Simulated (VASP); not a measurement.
# PbS (I4_1md) in VASP: single point with PBE

Aim: the single point of PbS with PBE.

All numbers are computed with VASP 6.6.1; they aren't measurements. Logs are shortened: lines on timing, memory, paths and dates and some standing lists are left out, and cuts for length are marked.

## (1) The cell of the first run

It takes space group I4_1md (No. 109, tetragonal). Conventional cell: a = 3.868 Å, b = 3.868 Å, c = 14.561 Å, α = 90.00°, β = 90.00°, γ = 90.00°. Within 3.9 Å of Pb (site symmetry 2mm) lie 6 S at 2.99 to 3.10 Å and 4 Pb at 3.87 Å. Within 3.9 Å of S (site symmetry 2mm) lie 6 Pb at 2.99 to 3.10 Å and 4 S at 3.87 Å.

## (2) Single point, PBE

POSCAR reads:

```
PbS
1.0
   -1.9340480192      1.9340480192      7.2806623974
    1.9340480192     -1.9340480192      7.2806623974
    1.9340480192      1.9340480192     -7.2806623974
Pb S
2 2
Direct
    0.2917112516      0.2917112516      0.0000000000
    0.0417112516      0.5417112516      0.5000000000
    0.7082887484      0.7082887484      0.0000000000
    0.4582887484      0.9582887484      0.5000000000
```

INCAR.step1 reads:

```
PREC = Accurate ; ENCUT = 520
EDIFF = 1E-6 ; ISMEAR = 0
SIGMA = 0.02 ; LREAL = False
LASPH = True ; NELM = 80
ALGO = Normal ; ISIF = 2
LWAVE = False ; LCHARG = True
GGA = PE ; NBANDS = 28
```

KPOINTS.step1 reads:

```
Automatic mesh
0
Gamma
  10 10 10
```

INCAR.step2 reads:

```
PREC = Accurate ; ENCUT = 520
EDIFF = 1E-6 ; ISMEAR = -5
SIGMA = 0.02 ; LREAL = False
LASPH = True ; NELM = 80
ALGO = Normal ; ISIF = 2
LWAVE = False ; LCHARG = False
GGA = PE ; LORBIT = 11
NEDOS = 2001 ; ICHARG = 11
```

KPOINTS.step2 reads:

```
Automatic mesh
0
Gamma
  15 15 15
```

Potentials or basis: VASP PAW PBE potentials, release 64 (Pb_d, S).

On the command line:

```sh
> cat potpaw_PBE.64/Pb_d/POTCAR potpaw_PBE.64/S/POTCAR > POTCAR
> cp INCAR.step1 INCAR
> cp KPOINTS.step1 KPOINTS
> mpirun -np 1 vasp_std > vasp.out
> cp INCAR.step2 INCAR
> cp KPOINTS.step2 KPOINTS
> mpirun -np 1 vasp_std > vasp.out
```

OUTCAR:

```text
PREC = Accurate
   ENCUT = 520
   EDIFF = 1E-6
   ISMEAR = -5
   LREAL = False
   LASPH = True
   NELM = 80
   ISIF = 2
   GGA = PE
   LORBIT = 11
   ICHARG = 11

 ion  position               nearest neighbor table
   1  0.292  0.292  0.000-   3 2.99   3 2.99   3 2.99   3 2.99   4 3.10   4 3.10   2 4.12   2 4.12
                             2 4.12   2 4.12
   2  0.042  0.542  0.500-   4 2.99   4 2.99   4 2.99   4 2.99   3 3.10   3 3.10   1 4.12   1 4.12
                             1 4.12   1 4.12
   3  0.708  0.708  0.000-   1 2.99   1 2.99   1 2.99   1 2.99   2 3.10   2 3.10
   4  0.458  0.958  0.500-   2 2.99   2 2.99   2 2.99   2 2.99   1 3.10   1 3.10

  LATTYP: Found a body centered tetragonal cell.
 ALAT       =     3.8680960384
 C/A-ratio  =     3.7644682682

  Lattice vectors:

 A1 = (  -1.9340480192,   1.9340480192,   7.2806623974)
 A2 = (   1.9340480192,  -1.9340480192,   7.2806623974)
 A3 = (   1.9340480192,   1.9340480192,  -7.2806623974)

Analysis of symmetry for initial positions (statically):
=====================================================================
 Subroutine PRICEL returns:
 Original cell was already a primitive cell.

 Routine SETGRP: Setting up the symmetry group for a
 body centered tetragonal supercell.

 Subroutine GETGRP returns: Found  8 space group operations
 (whereof  4 operations were pure point group operations)
 out of a pool of 16 trial point group operations.

The static configuration has the point symmetry C_2v.
 The point group associated with its full space group is C_4v.

Analysis of symmetry for dynamics (positions and initial velocities):
=====================================================================
 Subroutine PRICEL returns:
 Original cell was already a primitive cell.

 Routine SETGRP: Setting up the symmetry group for a
 body centered tetragonal supercell.

 Subroutine GETGRP returns: Found  8 space group operations
 (whereof  4 operations were pure point group operations)
 out of a pool of 16 trial point group operations.

The dynamic configuration has the point symmetry C_2v.
 The point group associated with its full space group is C_4v.

 Subroutine INISYM returns: Found  8 space group operations
 (whereof  4 operations are pure point group operations),
 and found     1 'primitive' translations

----------------------------------------------------------------------------------------

                                     Primitive cell

  volume of cell :     108.9345

  direct lattice vectors                    reciprocal lattice vectors
    -1.934048019  1.934048019  7.280662397     0.000000000  0.258525122  0.068675070
     1.934048019 -1.934048019  7.280662397     0.258525122  0.000000000  0.068675070
     1.934048019  1.934048019 -7.280662397     0.258525122  0.258525122  0.000000000

  length of vectors
     7.777475710  7.777475710  7.777475710     0.267491129  0.267491129  0.365609734

  position of ions in fractional coordinates (direct lattice)
     0.291711252  0.291711252  0.000000000
     0.041711252  0.541711252  0.500000000
     0.708288748  0.708288748  0.000000000
     0.458288748  0.958288748  0.500000000

  ion indices of the primitive-cell ions
   primitive index   ion index
                 1           1
                 2           2
                 3           3
                 4           4

----------------------------------------------------------------------------------------

 KPOINTS: Automatic mesh

Automatic generation of k-mesh.
 Grid dimensions read from file:
 generate k-points for:   15   15   15

 Generating k-lattice:

  Cartesian coordinates                     Fractional coordinates (reciprocal lattice)
     0.000000000  0.017235008  0.004578338     0.066666667 -0.000000000  0.000000000
     0.017235008  0.000000000  0.004578338    -0.000000000  0.066666667  0.000000000
     0.017235008  0.017235008  0.000000000     0.000000000  0.000000000  0.066666667

  Length of vectors
     0.017832742  0.017832742  0.024373982

  Shift w.r.t. Gamma in fractional coordinates (k-lattice)
     0.000000000  0.000000000  0.000000000

 TETIRR: Found   4311 inequivalent tetrahedra from    20250

 Subroutine IBZKPT returns following result:
 ===========================================

 Found    288 irreducible k-points:

 Following reciprocal coordinates:
            Coordinates               Weight
  0.000000  0.000000  0.000000      1.000000
  0.066667  0.000000  0.000000      8.000000
  0.133333  0.000000  0.000000      8.000000
  0.200000  0.000000 -0.000000      8.000000
  0.266667  0.000000  0.000000      8.000000
  0.333333  0.000000  0.000000      8.000000
[... 16 lines left out ...]
  0.133333  0.133333 -0.000000      8.000000
  0.200000  0.133333 -0.000000     16.000000
 [... further k-points ...]
   k-points           NKPTS =    288   k-points in BZ     NKDIM =    288   number of bands    NBANDS=     24
   number of dos      NEDOS =   2001   number of ions     NIONS =      4
   total plane-waves  NPLWV = 216000
   dimension x,y,z NGX =    60 NGY =   60 NGZ =   60
   dimension x,y,z NGXF=   120 NGYF=  120 NGZF=  120
   ions per type =               2   2
   NGX,Y,Z   is equivalent  to a cutoff of  12.83, 12.83, 12.83 a.u.
   NGXF,Y,Z  is equivalent  to a cutoff of  25.65, 25.65, 25.65 a.u.
 SYSTEM =  unknown system
   PREC   = accura    normal or accurate (medium, high low for compatibility)
   ISTART =      0    job   : 0-new  1-cont  2-samecut
   ICHARG =     11    charge: 1-file 2-atom 10-const
   ISPIN  =      1    spin polarized calculation?
   LNONCOLLINEAR =      F non collinear calculations
   LSORBIT =      F    spin-orbit coupling
   LASPH  =      T    aspherical Exc in radial PAW
   ENCUT  =  520.0 eV  38.22 Ry    6.18 a.u.  14.46 14.46 14.46*2*pi/ulx,y,z
   NELM   =     80;   NELMIN=  2; NELMDL=  0     # of ELM steps
   EDIFF  = 0.1E-05   stopping-criterion for ELM
   LREAL  =      F    real-space projection
   EDIFFG = 0.1E-04   stopping-criterion for IOM
   NSW    =      0    number of steps for IOM
   IBRION =     -1    ionic relax: 0-MD 1-quasi-New 2-CG
   NFREE  =      0    steps in history (QN), initial steepest desc. (CG)
   ISIF   =      2    stress and relaxation
   ISYM   =      2    0-nonsym 1-usesym 2-fastsym
   POTIM  = 0.5000    time-step for ionic-motion
   TEBEG  =    0.0;   TEEND  =   0.0 temperature during run
   PSTRESS=    0.0 pullay stress
   NELECT =      40.0000    total number of electrons
   NUPDOWN=      -1.0000    fix difference up-down
   EMIN   =  10.00;   EMAX   =-10.00  energy-range for DOS
   EFERMI =   0.00;   METHOD = LEGACY
   ISMEAR =    -5;   SIGMA  =   0.02  broadening in eV -4-tet -1-fermi 0-gaus
   EFERMI_NEDOS =   21; number of points for ismear=-14 and -15
   IALGO  =     38    algorithm
   IMIX   =      4    mixing-type and parameters
     AMIX     =   0.40;   BMIX     =  1.00
     AMIX_MAG =   1.60;   BMIX_MAG =  1.00
  volume/ion in A,a.u.               =      27.23       183.78
  Fermi-wavevector in a.u.,A,eV,Ry     =   1.172303  2.215331 18.698394  1.374293
  Thomas-Fermi vector in A             =   2.308733
   LORBIT       =     11    0 simple, 1 ext, 2 COOP (PROOUT), +10 PAW based schemes
   GGA     = PE    functional components
   LHFCALC =     F    Hartree Fock is set to
   AEXX    =    0.0000 exact exchange contribution
   IVDW    =     0    specifies the selected vdW correction
   LEPSILON=     F    determine dielectric tensor
   LRPA    =     F    only Hartree local field effects (RPA)
 non-spin polarized calculation
 Fermi weights with tetrahedron method with Bloechl corrections
  energy-cutoff  :      520.00
  volume of cell :      108.93
 maximum number of plane-waves:      2955
 NGX is ok and might be reduce to    60

 number of electron      40.0000001 magnetization

 Free energy of the ion-electron system (eV)
  ---------------------------------------------------
  ext. energy  EPLUGINS =         0.00000000
  ---------------------------------------------------
  free energy    TOTEN  =       -17.01930593 eV

  energy without entropy =      -17.01930593  energy(sigma->0) =      -17.01930593

 E-fermi :   5.0992     XC(G=0):  -9.4836

 val. band max:        5.0883446171   @ k =  -0.2667   0.3333   0.2667
 cond. band min:       5.8475871096   @ k =  -0.4000   0.4000   0.1333
 fundamental gap:      0.7592424926
 Fermi energy:         5.0992240020

 k-point     1 :       0.0000    0.0000    0.0000
  band No.  band energies     occupation
      1     -11.6707      2.00000
      2     -11.6670      2.00000
      3     -11.6262      2.00000
      4     -11.6171      2.00000
      5     -11.5941      2.00000
      6     -11.5941      2.00000
[... 16 lines left out ...]
     23       9.8752      0.00000
     24       9.8767      0.00000

 k-point     2 :       0.0667    0.0000    0.0000
  band No.  band energies     occupation
      1     -11.6690      2.00000
      2     -11.6639      2.00000
      3     -11.6242      2.00000
      4     -11.6149      2.00000
      5     -11.5960      2.00000
      6     -11.5941      2.00000
[... 16 lines left out ...]
     23       9.6330      0.00000
     24       9.8047      0.00000

 k-point     3 :       0.1333    0.0000    0.0000
  band No.  band energies     occupation
      1     -11.6667      2.00000
      2     -11.6536      2.00000
      3     -11.6215      2.00000
      4     -11.6075      2.00000
      5     -11.5994      2.00000
      6     -11.5939      2.00000
[... 16 lines left out ...]
     23       9.1684      0.00000
     24       9.6374      0.00000
[... 514 lines left out ...]
 k-point    23 :       0.1333    0.1333   -0.0000
  band No.  band energies     occupation
      1     -11.6549      2.00000
      2     -11.6498      2.00000
      3     -11.6085      2.00000
      4     -11.6071      2.00000
      5     -11.5998      2.00000
      6     -11.5977      2.00000
[... 16 lines left out ...]
     23       8.8562      0.00000
     24       9.0030      0.00000

 k-point    24 :       0.2000    0.1333   -0.0000
  band No.  band energies     occupation
      1     -11.6514      2.00000
      2     -11.6394      2.00000
      3     -11.6126      2.00000
      4     -11.6045      2.00000
      5     -11.5983      2.00000
      6     -11.5861      2.00000
[... 16 lines left out ...]
     23       8.5171      0.00000
     24       8.8089      0.00000

 [... further k-points ...]

------------------------ aborting loop because EDIFF is reached ----------------------------------------

  FORCE on cell =-STRESS in cart. coord.  units (eV):
  Direction    XX          YY          ZZ          XY          YZ          ZX
  --------------------------------------------------------------------------------------
  -------------------------------------------------------------------------------------
  Total       -0.0153348     -0.0153348     -0.0284901      0.0000000      0.0000000      0.0000000
  in kB       -0.2255400     -0.2255400     -0.4190240      0.0000000      0.0000000      0.0000000
  external PRESSURE =      -0.2900347 kB  Pullay stress =       0.0000000 kB

 VOLUME and BASIS-vectors are now :
 -----------------------------------------------------------------------------
  energy-cutoff  :      520.00
  volume of cell :      108.93
      direct lattice vectors                 reciprocal lattice vectors
    -1.934048019  1.934048019  7.280662397     0.000000000  0.258525122  0.068675070
     1.934048019 -1.934048019  7.280662397     0.258525122  0.000000000  0.068675070
     1.934048019  1.934048019 -7.280662397     0.258525122  0.258525122  0.000000000

 POSITION                                       TOTAL-FORCE (eV/Angst)
 -----------------------------------------------------------------------------------
      0.00000      0.00000      4.24770        -0.000000      0.000000      0.006432
      1.93405     -0.00000      0.60737         0.000000     -0.000000      0.006432
      0.00000      0.00000     10.31362        -0.000000      0.000000     -0.006432
      1.93405      0.00000      6.67329         0.000000     -0.000000     -0.006432
 -----------------------------------------------------------------------------------
    total drift:                               -0.000000     -0.000000      0.000188

  FREE ENERGIE OF THE ION-ELECTRON SYSTEM (eV)
  ---------------------------------------------------
  free  energy   TOTEN  =       -17.0193059294 eV

  energy  without entropy=      -17.0193059294  energy(sigma->0) =      -17.01930593

 total charge

# of ion       s       p       d       tot
------------------------------------------
    1        1.484   0.493   9.838  11.816
    2        1.484   0.493   9.838  11.816
    3        1.356   2.318   0.000   3.674
    4        1.356   2.318   0.000   3.674
--------------------------------------------------
tot          5.681   5.623  19.676  30.979
```

Wall time 56 min (1 thread of Intel Xeon 8259CL, shared host); peak memory 0.93 GiB.

Results:

- Valence electrons inside the program's atomic spheres: Pb 11.82; S 3.67

Caveat: spin-orbit coupling is left out, which moves the levels of the heavy elements.
